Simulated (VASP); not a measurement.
# Co (P6_3/mmc) in VASP: electric field gradients with LDA

Aim: the electric field gradients of Co with LDA.

Program: VASP 6.6.1. These are calculated values, not measurements. Logs are shortened: lines on timing, memory, paths and dates and some standing lists are left out, and cuts for length are marked.

## Step 1: The cell of the first run

The structure is hexagonal, space group P6_3/mmc (No. 194). Conventional cell: a = 2.505 Å, b = 2.505 Å, c = 4.089 Å, α = 90.00°, β = 90.00°, γ = 120.00°. Co (site symmetry -6m2) has 12 Co at 2.50 to 2.51 Å within 3.3 Å.

## Step 2: Electric field gradients, LDA, collinear spin, ferromagnetic start

The input, INCAR:

```
PREC     = Accurate       # precision mode
ENCUT    = 520            # plane-wave cutoff, eV
EDIFF    = 1E-8           # SCF threshold, eV
ISMEAR   = -1             # smearing method
SIGMA    = 0.05           # smearing width, eV
LREAL    = False          # projectors in reciprocal space
LASPH    = True           # aspherical terms in the spheres
NELM     = 150            # most SCF steps
ALGO     = Normal         # electronic algorithm
ISIF     = 2              # what is computed and relaxed
LWAVE    = False          # write WAVECAR
LCHARG   = False          # write CHGCAR
ISPIN    = 2              # spin polarisation
MAGMOM   = 2 2            # initial moments
LORBIT   = 11             # projections on sites
LMAXMIX  = 4              # l up to which the mixer works
GGA      = CA             # functional
LEFG     = True         
NBANDS   = 20             # bands
```

The input, KPOINTS:

```
Automatic mesh
0
Gamma
  21 21 11
```

The input, POSCAR:

```
Co
1.0
    2.5054000000      0.0000000000      0.0000000000
   -1.2527000000      2.1697400466      0.0000000000
    0.0000000000      0.0000000000      4.0893000000
Co
2
Direct
    0.3333333333      0.6666666667      0.2500000000
    0.6666666667      0.3333333333      0.7500000000
```

Potentials or basis: VASP PAW LDA potentials, release 64 (Co).

The run is started by

```sh
cat potpaw_LDA.64/Co/POTCAR > POTCAR
mpirun -np 1 vasp_std > vasp.out
```

OUTCAR:

```text
PREC = Accurate
   ENCUT = 520
   EDIFF = 1E-8
   ISMEAR = -1
   LREAL = False
   LASPH = True
   NELM = 150
   ISIF = 2
   ISPIN = 2
   LORBIT = 11
   GGA = CA

 ion  position               nearest neighbor table
   1  0.333  0.667  0.250-   2 2.50   2 2.50   2 2.50   2 2.50   2 2.50   2 2.50
   2  0.667  0.333  0.750-   1 2.50   1 2.50   1 2.50   1 2.50   1 2.50   1 2.50

  LATTYP: Found a hexagonal cell.
 ALAT       =     2.5054000000
 C/A-ratio  =     1.6321944600

  Lattice vectors:

 A1 = (   2.5054000000,   0.0000000000,   0.0000000000)
 A2 = (  -1.2527000000,   2.1697400466,   0.0000000000)
 A3 = (   0.0000000000,   0.0000000000,   4.0893000000)

Analysis of symmetry for initial positions (statically):
=====================================================================
 Subroutine PRICEL returns:
 Original cell was already a primitive cell.

 Routine SETGRP: Setting up the symmetry group for a
 hexagonal supercell.

 Subroutine GETGRP returns: Found 24 space group operations
 (whereof 12 operations were pure point group operations)
 out of a pool of 24 trial point group operations.

The static configuration has the point symmetry D_3d.
 The point group associated with its full space group is D_6h.

Analysis of symmetry for dynamics (positions and initial velocities):
=====================================================================
 Subroutine PRICEL returns:
 Original cell was already a primitive cell.

 Routine SETGRP: Setting up the symmetry group for a
 hexagonal supercell.

 Subroutine GETGRP returns: Found 24 space group operations
 (whereof 12 operations were pure point group operations)
 out of a pool of 24 trial point group operations.

The dynamic configuration has the point symmetry D_3d.
 The point group associated with its full space group is D_6h.

Analysis of structural, dynamic, and magnetic symmetry:
=====================================================================
 Subroutine PRICEL returns:
 Original cell was already a primitive cell.

 Routine SETGRP: Setting up the symmetry group for a
 hexagonal supercell.

 Subroutine GETGRP returns: Found 24 space group operations
 (whereof 12 operations were pure point group operations)
 out of a pool of 24 trial point group operations.

The overall configuration has the point symmetry D_3d.
 The point group associated with its full space group is D_6h.

 Subroutine INISYM returns: Found 24 space group operations
 (whereof 12 operations are pure point group operations),
 and found     1 'primitive' translations

----------------------------------------------------------------------------------------

                                     Primitive cell

  volume of cell :      22.2297

  direct lattice vectors                    reciprocal lattice vectors
     2.505400000  0.000000000  0.000000000     0.399137862  0.230442352  0.000000000
    -1.252700000  2.169740047  0.000000000     0.000000000  0.460884704  0.000000000
     0.000000000  0.000000000  4.089300000     0.000000000  0.000000000  0.244540630

  length of vectors
     2.505400000  2.505400000  4.089300000     0.460884704  0.460884704  0.244540630

  position of ions in fractional coordinates (direct lattice)
     0.333333333  0.666666667  0.250000000
     0.666666667  0.333333333  0.750000000

  ion indices of the primitive-cell ions
   primitive index   ion index
                 1           1
                 2           2

----------------------------------------------------------------------------------------

 KPOINTS: Automatic mesh

Automatic generation of k-mesh.
 Grid dimensions read from file:
 generate k-points for:   21   21   11

 Generating k-lattice:

  Cartesian coordinates                     Fractional coordinates (reciprocal lattice)
     0.019006565  0.010973445  0.000000000     0.047619048  0.000000000  0.000000000
[... 56 lines left out ...]
   LASPH  =      T    aspherical Exc in radial PAW
   ENCUT  =  520.0 eV  38.22 Ry    6.18 a.u.   4.66  4.66  7.60*2*pi/ulx,y,z
   NELM   =    150;   NELMIN=  2; NELMDL= -5     # of ELM steps
   EDIFF  = 0.1E-07   stopping-criterion for ELM
   LREAL  =      F    real-space projection
   EDIFFG = 0.1E-06   stopping-criterion for IOM
   NSW    =      0    number of steps for IOM
   IBRION =     -1    ionic relax: 0-MD 1-quasi-New 2-CG
   NFREE  =      0    steps in history (QN), initial steepest desc. (CG)
   ISIF   =      2    stress and relaxation
   ISYM   =      2    0-nonsym 1-usesym 2-fastsym
   POTIM  = 0.5000    time-step for ionic-motion
   TEBEG  =    0.0;   TEEND  =   0.0 temperature during run
   PSTRESS=    0.0 pullay stress
   NELECT =      18.0000    total number of electrons
   NUPDOWN=      -1.0000    fix difference up-down
   EMIN   =  10.00;   EMAX   =-10.00  energy-range for DOS
   EFERMI =   0.00;   METHOD = LEGACY
   ISMEAR =    -1;   SIGMA  =   0.05  broadening in eV -4-tet -1-fermi 0-gaus
   EFERMI_NEDOS =   21; number of points for ismear=-14 and -15
   IALGO  =     38    algorithm
   IMIX   =      4    mixing-type and parameters
     AMIX     =   0.40;   BMIX     =  1.00
     AMIX_MAG =   1.60;   BMIX_MAG =  1.00
  volume/ion in A,a.u.               =      11.11        75.01
  Fermi-wavevector in a.u.,A,eV,Ry     =   1.525882  2.883500 31.678680  2.328317
  Thomas-Fermi vector in A             =   2.633992
   LORBIT       =     11    0 simple, 1 ext, 2 COOP (PROOUT), +10 PAW based schemes
   GGA     = CA    functional components
   LHFCALC =     F    Hartree Fock is set to
   AEXX    =    0.0000 exact exchange contribution
   IVDW    =     0    specifies the selected vdW correction
   LEPSILON=     F    determine dielectric tensor
   LRPA    =     F    only Hartree local field effects (RPA)
 spin polarized calculation
  energy-cutoff  :      520.00
  volume of cell :       22.23
 maximum number of plane-waves:       615
 NGX is ok and might be reduce to    20
   NGX =  9   NGY =  9   NGZ = 15

 number of electron      18.0000005 magnetization       3.1148529

 Free energy of the ion-electron system (eV)
  ---------------------------------------------------
  ext. energy  EPLUGINS =         0.00000000
  ---------------------------------------------------
  free energy    TOTEN  =       -16.07586722 eV

  energy without entropy =      -16.06052182  energy(sigma->0) =      -16.06819452

 E-fermi :   9.5537     XC(G=0): -13.5967

 val. band max:        9.5530257341   @ k =   0.0476   0.0000   0.1818
 cond. band min:       9.5540925221   @ k =   0.1905  -0.0000   0.1818
 fundamental gap:      0.0010667880
 Fermi energy:         9.5536524396

 spin component 1

 k-point     1 :       0.0000    0.0000    0.0000
  band No.  band energies     occupation
      1       0.8022      1.00000
      2       4.6169      1.00000
      3       7.0927      1.00000
      4       7.1698      1.00000
      5       7.1698      1.00000
      6       7.4644      1.00000
[... 541 lines left out ...]
     19      34.2143      0.00000
     20      35.1387      0.00000

 [... further k-points ...]

 spin component 2

 k-point     1 :       0.0000    0.0000    0.0000
  band No.  band energies     occupation
      1       0.9692      1.00000
      2       5.5061      1.00000
      3       8.5185      1.00000
      4       8.5969      1.00000
      5       8.5969      1.00000
      6       8.9335      1.00000
[... 541 lines left out ...]
     19      34.5625      0.00000
     20      35.5857      0.00000

 [... further k-points ...]
[... 5 lines left out ...]
  --------------------------------------------------------------------------------------
  -------------------------------------------------------------------------------------
  Total       -3.0517763     -3.0517763     -3.4545430      0.0000000      0.0000000      0.0000000
  in kB     -219.9528148   -219.9528148   -248.9817035      0.0000000      0.0000000      0.0000000
  external PRESSURE =    -229.6291110 kB  Pullay stress =       0.0000000 kB

 VOLUME and BASIS-vectors are now :
 -----------------------------------------------------------------------------
  energy-cutoff  :      520.00
  volume of cell :       22.23
      direct lattice vectors                 reciprocal lattice vectors
     2.505400000  0.000000000  0.000000000     0.399137862  0.230442352  0.000000000
    -1.252700000  2.169740047  0.000000000     0.000000000  0.460884704  0.000000000
     0.000000000  0.000000000  4.089300000     0.000000000  0.000000000  0.244540630

 POSITION                                       TOTAL-FORCE (eV/Angst)
 -----------------------------------------------------------------------------------
     -0.00000      1.44649      1.02232         0.000000      0.000000      0.000000
      1.25270      0.72325      3.06697        -0.000000      0.000000      0.000000
 -----------------------------------------------------------------------------------
    total drift:                                0.000000      0.000000     -0.000000

  FREE ENERGIE OF THE ION-ELECTRON SYSTEM (eV)
  ---------------------------------------------------
  free  energy   TOTEN  =       -16.0758672161 eV

  energy  without entropy=      -16.0605218213  energy(sigma->0) =      -16.06819452

 Electric field gradients (V/A^2)
---------------------------------------------------------------------
 ion       V_xx      V_yy      V_zz      V_xy      V_xz      V_yz
---------------------------------------------------------------------
   1       0.833     0.832    -1.665    -0.001     0.000    -0.000
   2       0.833     0.832    -1.665    -0.001    -0.000     0.000
---------------------------------------------------------------------

 Electric field gradients after diagonalization (V/A^2)
 (convention: |V_zz| > |V_xx| > |V_yy|)
----------------------------------------------------------------------
 ion       V_xx      V_yy      V_zz     asymmetry (V_yy - V_xx)/ V_zz
----------------------------------------------------------------------
   1       0.834     0.832    -1.665       0.001
   2       0.834     0.832    -1.665       0.001
----------------------------------------------------------------------

           NMR quadrupolar parameters

 Cq : quadrupolar parameter    Cq=e*Q*V_zz/h
 eta: asymmetry parameters     (V_yy - V_xx)/ V_zz
 Q  : nuclear electric quadrupole moment in mb (millibarn)
----------------------------------------------------------------------
 ion       Cq(MHz)       eta       Q (mb)
----------------------------------------------------------------------
   1      -0.004       0.001       1.000
   2      -0.004       0.001       1.000
----------------------------------------------------------------------

 total charge

# of ion       s       p       d       tot
------------------------------------------
    1        0.478   0.494   7.265   8.237
    2        0.478   0.494   7.265   8.237
--------------------------------------------------
tot          0.956   0.989  14.530  16.474

 magnetization (x)

# of ion       s       p       d       tot
------------------------------------------
    1       -0.013  -0.040   1.618   1.566
    2       -0.013  -0.040   1.618   1.566
--------------------------------------------------
tot         -0.026  -0.080   3.237   3.131
```

It took 2.3 min on 1 thread of Intel Xeon Platinum 8488C (Sapphire Rapids), shared host; peak memory 0.27 GiB.

Results:

```yaml
Free_energy: -16.0759 eV
Pressure: -23.0 GPa
Net_moment: 3.11 μB per cell
Site_moments: Co +1.57 μB
Valence_electrons_inside_the_program's_atomic_spheres: Co 8.24
```

Stress tensor (GPa, compression positive):
```
-22.00   0.00   0.00
  0.00 -22.00   0.00
  0.00   0.00 -24.90
```

Electric field gradients, principal values (V/Å²):
| atom | least | middle | greatest (by size) |
| --- | --- | --- | --- |
| 1 Co | 0.832 | 0.834 | -1.665 |
| 2 Co | 0.832 | 0.834 | -1.665 |

Caveat: without QUAD_EFG the Cq values of the log hold for a quadrupole moment of 1 mb, not for the nuclei.
